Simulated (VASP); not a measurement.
The system is ZnS.

```
CELL_PARAMETERS angstrom
0.00000 2.66548 2.66548
2.66548 0.00000 2.66548
2.66548 2.66548 0.00000
ATOMIC_POSITIONS crystal
Zn 0.75000 0.75000 0.75000
S 0.00000 0.00000 0.00000
```

This cell differs from its parent crystal: volume scaled by 0.96.

Base run:

| Item | Value |
| --- | --- |
| Program | VASP 6.6.1 |
| Functional | PBEsol |
| Potentials or basis | VASP PAW PBE potentials, release 64 (Zn, S) |
| Cutoff | 520 eV |
| k mesh | 9 × 9 × 9 |
| Occupations | fermi-dirac, width 0.05 eV |
| Spin | no spin polarisation |

Its results: band gap on the k mesh 2.16 eV, direct; pressure 1.4 GPa.

The run is repeated on the same cell with these changes: functional from PBEsol to LDA; potentials or basis from VASP PAW PBE potentials, release 64 (Zn, S) to VASP PAW LDA potentials, release 64 (Zn, S). What comes out?

Band gap on the k mesh 2.07 eV, direct; pressure -1.4 GPa.

Caveats: the PAW data sets were made with another functional, which shifts forces and pressure a little (some runs).

